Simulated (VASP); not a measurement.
# Mo (P6/mmm) in VASP: notebook

Runs on Mo. Level: PBEsol. Tasks: single point.

Program: VASP 6.6.1. These are calculated values, not measurements. Logs are shortened: lines on timing, memory, paths and dates and some standing lists are left out, and cuts for length are marked.

## Step 1: The cell of the first run

The structure is hexagonal, space group P6/mmm (No. 191). The conventional cell has a = 2.742 Å, b = 2.742 Å, c = 11.468 Å, α = 90.00°, β = 90.00°, γ = 120.00°. Within 3.3 Å of Mo (site symmetry 6mm) lie 7 Mo at 2.49 to 2.74 Å. Within 3.3 Å of Mo (site symmetry 6mm) lie 8 Mo at 2.49 to 2.74 Å.

This isn't the form of Mo at room conditions, which is bcc.

## Step 2: Single point, PBEsol (the distance across one plane changed)

INCAR reads:

```
ALGO = Fast
EDIFF = 1E-7
ENCUT = 520
GGA = PS
ISIF = 2
ISMEAR = 0
LASPH = T
LCHARG = F
LREAL = F
LWAVE = F
NBANDS = 36
NELM = 60
PREC = Accurate
SIGMA = 0.15
```

KPOINTS reads:

```
k-points
0
Gamma
  25 25 6
```

POSCAR reads:

```
Mo
1.0
   -1.3711677094     -2.3749321384      0.0000000000
    1.3711677094     -2.3749321384      0.0000000000
    0.0000000000      0.0000000000     11.4682842839
Mo
4
Direct
    0.0000000000      0.0000000000      0.7605539357
    0.0000000000      0.0000000000      0.1086505622
    0.0000000000      0.0000000000      0.3259516867
    0.0000000000      0.0000000000      0.5432528112
```

Potentials or basis: VASP PAW PBE potentials, release 64 (Mo_sv).

Launch:

```
$ cat potpaw_PBE.64/Mo_sv/POTCAR > POTCAR
$ mpirun -np 1 vasp_std > vasp.out
```

OUTCAR:

```text
EDIFF = 1E-7
   ENCUT = 520
   GGA = PS
   ISIF = 2
   ISMEAR = 0
   LASPH = T
   LREAL = F
   NELM = 60
   PREC = Accurate

 ion  position               nearest neighbor table
   1  0.000  0.000  0.761-   4 2.49
   2  0.000  0.000  0.109-   3 2.49
   3  0.000  0.000  0.326-   4 2.49   2 2.49
   4  0.000  0.000  0.543-   3 2.49   1 2.49

  LATTYP: Found a hexagonal cell.
 ALAT       =     2.7423354188
 C/A-ratio  =     4.1819407667

  Lattice vectors:

 A1 = (  -1.3711677094,   2.3749321384,   0.0000000000)
 A2 = (  -1.3711677094,  -2.3749321384,   0.0000000000)
 A3 = (   0.0000000000,   0.0000000000,  11.4682842839)

Analysis of symmetry for initial positions (statically):
=====================================================================
 Subroutine PRICEL returns:
 Original cell was already a primitive cell.

 Routine SETGRP: Setting up the symmetry group for a
 hexagonal supercell.

 Subroutine GETGRP returns: Found 24 space group operations
 (whereof 12 operations were pure point group operations)
 out of a pool of 24 trial point group operations.

The static configuration has the point symmetry C_6v.
 The point group associated with its full space group is D_6h.

Analysis of symmetry for dynamics (positions and initial velocities):
=====================================================================
 Subroutine PRICEL returns:
 Original cell was already a primitive cell.

 Routine SETGRP: Setting up the symmetry group for a
 hexagonal supercell.

 Subroutine GETGRP returns: Found 24 space group operations
 (whereof 12 operations were pure point group operations)
 out of a pool of 24 trial point group operations.

The dynamic configuration has the point symmetry C_6v.
 The point group associated with its full space group is D_6h.

 Subroutine INISYM returns: Found 24 space group operations
 (whereof 12 operations are pure point group operations),
 and found     1 'primitive' translations

----------------------------------------------------------------------------------------

                                     Primitive cell

  volume of cell :      74.6913

  direct lattice vectors                    reciprocal lattice vectors
    -1.371167709 -2.374932138  0.000000000    -0.364652695 -0.210532331  0.000000000
     1.371167709 -2.374932138  0.000000000     0.364652695 -0.210532331  0.000000000
     0.000000000  0.000000000 11.468284284     0.000000000  0.000000000  0.087197001

  length of vectors
     2.742335419  2.742335419 11.468284284     0.421064663  0.421064663  0.087197001

  position of ions in fractional coordinates (direct lattice)
     0.000000000  0.000000000  0.760553936
     0.000000000  0.000000000  0.108650562
     0.000000000  0.000000000  0.325951687
     0.000000000  0.000000000  0.543252811

  ion indices of the primitive-cell ions
   primitive index   ion index
                 1           1
                 2           2
                 3           3
                 4           4

----------------------------------------------------------------------------------------

 KPOINTS: k-points

Automatic generation of k-mesh.
 Grid dimensions read from file:
 generate k-points for:   25   25    6

 Generating k-lattice:

  Cartesian coordinates                     Fractional coordinates (reciprocal lattice)
    -0.014586108 -0.008421293  0.000000000     0.040000000  0.000000000  0.000000000
     0.014586108 -0.008421293  0.000000000     0.000000000  0.040000000  0.000000000
     0.000000000  0.000000000  0.014532834     0.000000000  0.000000000  0.166666667

  Length of vectors
     0.016842587  0.016842587  0.014532834

  Shift w.r.t. Gamma in fractional coordinates (k-lattice)
     0.000000000  0.000000000  0.000000000

 Subroutine IBZKPT returns following result:
 ===========================================

 Found    260 irreducible k-points:

 Following reciprocal coordinates:
            Coordinates               Weight
  0.000000  0.000000  0.000000      1.000000
  0.040000  0.000000  0.000000      6.000000
  0.080000  0.000000  0.000000      6.000000
  0.120000  0.000000  0.000000      6.000000
  0.160000  0.000000  0.000000      6.000000
  0.200000  0.000000  0.000000      6.000000
[... 16 lines left out ...]
  0.440000  0.040000  0.000000     12.000000
  0.480000  0.040000  0.000000     12.000000
 [... further k-points ...]
   k-points           NKPTS =    260   k-points in BZ     NKDIM =    260   number of bands    NBANDS=     36
   number of dos      NEDOS =    301   number of ions     NIONS =      4
   total plane-waves  NPLWV =  36000
   dimension x,y,z NGX =    20 NGY =   20 NGZ =   90
   dimension x,y,z NGXF=    40 NGYF=   40 NGZF=  180
   ions per type =               4
   NGX,Y,Z   is equivalent  to a cutoff of  12.12, 12.12, 13.05 a.u.
   NGXF,Y,Z  is equivalent  to a cutoff of  24.25, 24.25, 26.09 a.u.
 SYSTEM =  unknown system
   PREC   = accura    normal or accurate (medium, high low for compatibility)
   ISTART =      0    job   : 0-new  1-cont  2-samecut
   ICHARG =      2    charge: 1-file 2-atom 10-const
   ISPIN  =      1    spin polarized calculation?
   LNONCOLLINEAR =      F non collinear calculations
   LSORBIT =      F    spin-orbit coupling
   LASPH  =      T    aspherical Exc in radial PAW
   ENCUT  =  520.0 eV  38.22 Ry    6.18 a.u.   5.10  5.10 21.32*2*pi/ulx,y,z
   NELM   =     60;   NELMIN=  2; NELMDL= -5     # of ELM steps
   EDIFF  = 0.1E-06   stopping-criterion for ELM
   LREAL  =      F    real-space projection
   EDIFFG = 0.1E-05   stopping-criterion for IOM
   NSW    =      0    number of steps for IOM
   IBRION =     -1    ionic relax: 0-MD 1-quasi-New 2-CG
   NFREE  =      0    steps in history (QN), initial steepest desc. (CG)
   ISIF   =      2    stress and relaxation
   ISYM   =      2    0-nonsym 1-usesym 2-fastsym
   POTIM  = 0.5000    time-step for ionic-motion
   TEBEG  =    0.0;   TEEND  =   0.0 temperature during run
   PSTRESS=    0.0 pullay stress
   NELECT =      56.0000    total number of electrons
   NUPDOWN=      -1.0000    fix difference up-down
   EMIN   =  10.00;   EMAX   =-10.00  energy-range for DOS
   EFERMI =   0.00;   METHOD = LEGACY
   ISMEAR =     0;   SIGMA  =   0.15  broadening in eV -4-tet -1-fermi 0-gaus
   EFERMI_NEDOS =   21; number of points for ismear=-14 and -15
   IALGO  =     68    algorithm
   IMIX   =      4    mixing-type and parameters
     AMIX     =   0.40;   BMIX     =  1.00
     AMIX_MAG =   1.60;   BMIX_MAG =  1.00
  volume/ion in A,a.u.               =      18.67       126.01
  Fermi-wavevector in a.u.,A,eV,Ry     =   1.487239  2.810474 30.094452  2.211880
  Thomas-Fermi vector in A             =   2.600425
   LORBIT       =      0    0 simple, 1 ext, 2 COOP (PROOUT), +10 PAW based schemes
   GGA     = PS    functional components
   LHFCALC =     F    Hartree Fock is set to
   AEXX    =    0.0000 exact exchange contribution
   IVDW    =     0    specifies the selected vdW correction
   LEPSILON=     F    determine dielectric tensor
   LRPA    =     F    only Hartree local field effects (RPA)
 non-spin polarized calculation
 RMM-DIIS sequential band-by-band and
 Gauss-broadening in eV      SIGMA  =   0.15
  energy-cutoff  :      520.00
  volume of cell :       74.69
 maximum number of plane-waves:      2033
   NGX = 11   NGY = 11   NGZ = 43

 number of electron      56.0000014 magnetization

 Free energy of the ion-electron system (eV)
  ---------------------------------------------------
  ext. energy  EPLUGINS =         0.00000000
  ---------------------------------------------------
  free energy    TOTEN  =       -42.02720349 eV

  energy without entropy =      -41.96873288  energy(sigma->0) =      -41.99796818

 E-fermi :   9.5426     XC(G=0): -12.2668

 val. band max:        9.5382716798   @ k =   0.3600   0.0000   0.1667
 cond. band min:       9.5433636798   @ k =   0.3200   0.0400   0.1667
 fundamental gap:      0.0050919999
 Fermi energy:         9.5425617762

 k-point     1 :       0.0000    0.0000    0.0000
  band No.  band energies     occupation
      1     -51.3112      2.00000
      2     -51.2334      2.00000
      3     -51.1384      2.00000
      4     -51.0589      2.00000
      5     -26.2428      2.00000
      6     -25.7251      2.00000
[... 28 lines left out ...]
     35      11.4100      0.00000
     36      11.4100      0.00000

 k-point     2 :       0.0400    0.0000    0.0000
  band No.  band energies     occupation
      1     -51.3078      2.00000
      2     -51.2301      2.00000
      3     -51.1351      2.00000
      4     -51.0557      2.00000
      5     -26.2389      2.00000
      6     -25.7217      2.00000
[... 28 lines left out ...]
     35      11.1936      0.00000
     36      11.3916      0.00000

 k-point     3 :       0.0800    0.0000    0.0000
  band No.  band energies     occupation
      1     -51.2978      2.00000
      2     -51.2203      2.00000
      3     -51.1255      2.00000
      4     -51.0461      2.00000
      5     -26.2275      2.00000
      6     -25.7117      2.00000
[... 28 lines left out ...]
     35      11.3386      0.00000
     36      11.4884      0.00000

 k-point     4 :       0.1200    0.0000    0.0000
  band No.  band energies     occupation
      1     -51.2818      2.00000
      2     -51.2046      2.00000
      3     -51.1101      2.00000
      4     -51.0308      2.00000
      5     -26.2092      2.00000
      6     -25.6957      2.00000
[... 28 lines left out ...]
     35      11.2571      0.00000
     36      11.9625      0.00000

 k-point     5 :       0.1600    0.0000    0.0000
  band No.  band energies     occupation
      1     -51.2608      2.00000
      2     -51.1840      2.00000
      3     -51.0898      2.00000
      4     -51.0107      2.00000
      5     -26.1852      2.00000
      6     -25.6746      2.00000
[... 655 lines left out ...]
 k-point    22 :       0.4000    0.0400    0.0000
  band No.  band energies     occupation
      1     -51.1197      2.00000
      2     -51.0459      2.00000
      3     -50.9540      2.00000
      4     -50.8760      2.00000
      5     -26.0241      2.00000
      6     -25.8205      2.00000
[... 28 lines left out ...]
     35      12.9085      0.00000
     36      13.1136      0.00000

 k-point    23 :       0.4400    0.0400    0.0000
  band No.  band energies     occupation
      1     -51.1033      2.00000
      2     -51.0298      2.00000
      3     -50.9382      2.00000
      4     -50.8603      2.00000
      5     -26.0053      2.00000
      6     -25.9140      2.00000
[... 28 lines left out ...]
     35      13.2307      0.00000
     36      13.6646      0.00000

 k-point    24 :       0.4800    0.0400    0.0000
  band No.  band energies     occupation
      1     -51.0930      2.00000
      2     -51.0197      2.00000
      3     -50.9282      2.00000
      4     -50.8505      2.00000
      5     -25.9934      2.00000
      6     -25.9721      2.00000
[... 28 lines left out ...]
     35      13.8197      0.00000
     36      14.0562      0.00000

 [... further k-points ...]
[... 5 lines left out ...]
  --------------------------------------------------------------------------------------
  -------------------------------------------------------------------------------------
  Total       -1.8613281     -1.8613281     -2.9824658     -0.0000000      0.0000000      0.0000000
  in kB      -39.9266893    -39.9266893    -63.9758147     -0.0000000      0.0000000      0.0000000
  external PRESSURE =     -47.9430644 kB  Pullay stress =       0.0000000 kB

 VOLUME and BASIS-vectors are now :
 -----------------------------------------------------------------------------
  energy-cutoff  :      520.00
  volume of cell :       74.69
      direct lattice vectors                 reciprocal lattice vectors
    -1.371167709 -2.374932138  0.000000000    -0.364652695 -0.210532331  0.000000000
     1.371167709 -2.374932138  0.000000000     0.364652695 -0.210532331  0.000000000
     0.000000000  0.000000000 11.468284284     0.000000000  0.000000000  0.087197001

 POSITION                                       TOTAL-FORCE (eV/Angst)
 -----------------------------------------------------------------------------------
      0.00000      0.00000      8.72225        -0.000000     -0.000000      0.351409
      0.00000      0.00000      1.24604         0.000000     -0.000000     -0.351409
      0.00000      0.00000      3.73811         0.000000      0.000000     -0.588331
      0.00000      0.00000      6.23018        -0.000000      0.000000      0.588331
 -----------------------------------------------------------------------------------
    total drift:                               -0.000000      0.000000     -0.000115

  FREE ENERGIE OF THE ION-ELECTRON SYSTEM (eV)
  ---------------------------------------------------
  free  energy   TOTEN  =       -42.0272034854 eV

  energy  without entropy=      -41.9687328843  energy(sigma->0) =      -41.99796818
```

It took 7.5 min on 1 thread of AMD EPYC 9R45 (Zen 5), shared host; peak memory 0.52 GiB.

Results:

```yaml
Free_energy: -42.0272 eV
Pressure: -4.8 GPa
Largest_force: 0.588 eV/Å
Band_gap_on_the_k_mesh: zero (bands 28 and 29 overlap by 1.31 eV)
```

Forces on the atoms (eV/Å):
```
Mo   0.000  0.000  0.351
Mo   0.000  0.000 -0.351
Mo   0.000  0.000 -0.588
Mo   0.000  0.000  0.588
```

Caveat: the cell differs from its parent crystal (the distance across one plane changed); the cell stands under tension; the PAW data sets were made with another functional, which shifts forces and pressure a little.

## Step 3: Single point, PBEsol (the distance across one plane changed)

INCAR reads:

```
SYSTEM = Mo
PREC = Accurate ; ENCUT = 520
EDIFF = 1E-6 ; ISMEAR = 0
SIGMA = 0.15 ; LREAL = .FALSE.
LASPH = .TRUE. ; NELM = 100
ALGO = Fast ; ISIF = 2
LWAVE = .FALSE. ; LCHARG = .FALSE.
GGA = PS ; NBANDS = 36
```

KPOINTS reads:

```
Automatic mesh
0
G
  25 25 6
  0 0 0
```

POSCAR reads:

```
Mo
1.0
   -1.3711677094     -2.3749321384      0.0000000000
    1.3711677094     -2.3749321384      0.0000000000
    0.0000000000      0.0000000000     11.9682842839
Mo
4
Direct
    0.0000000000      0.0000000000      0.7287802112
    0.0000000000      0.0000000000      0.1041114587
    0.0000000000      0.0000000000      0.3123343762
    0.0000000000      0.0000000000      0.5205572937
```

Potentials or basis: VASP PAW PBE potentials, release 64 (Mo_sv).

Launch:

```
$ cat potpaw_PBE.64/Mo_sv/POTCAR > POTCAR
$ mpirun -np 1 vasp_std > vasp.out
```

Run time: 7.4 min. Hardware: 1 thread of AMD EPYC 9R45 (Zen 5), shared host; peak memory 0.53 GiB.

Results (log left out):

```yaml
Free_energy: -41.7966 eV
Pressure: -4.2 GPa
Largest_force: 0.583 eV/Å
Band_gap_on_the_k_mesh: zero (bands 28 and 29 overlap by 1.35 eV)
```

Forces on the atoms (eV/Å):
```
Mo   0.000  0.000  0.056
Mo   0.000  0.000 -0.056
Mo   0.000  0.000 -0.583
Mo   0.000  0.000  0.583
```

Stress tensor (GPa, compression positive):
```
-4.11  0.00  0.00
 0.00 -4.11  0.00
 0.00  0.00 -4.41
```

Levels at points of the mesh, in eV from the Fermi level:
| k point | band 25 | band 26 | band 27 | band 28 | band 29 | band 30 | band 31 | band 32 |
| --- | --- | --- | --- | --- | --- | --- | --- | --- |
| (0.00, 0.00, 0.00) | -0.83 | -0.51 | -0.51 | -0.19 | -0.19 | -0.01 | -0.01 | 0.13 |
| (0.00, 0.00, 0.50) | -0.51 | -0.51 | -0.46 | -0.39 | -0.18 | -0.18 | -0.02 | -0.02 |

Caveat: the cell differs from its parent crystal (the distance across one plane changed); the cell stands under tension; the PAW data sets were made with another functional, which shifts forces and pressure a little.
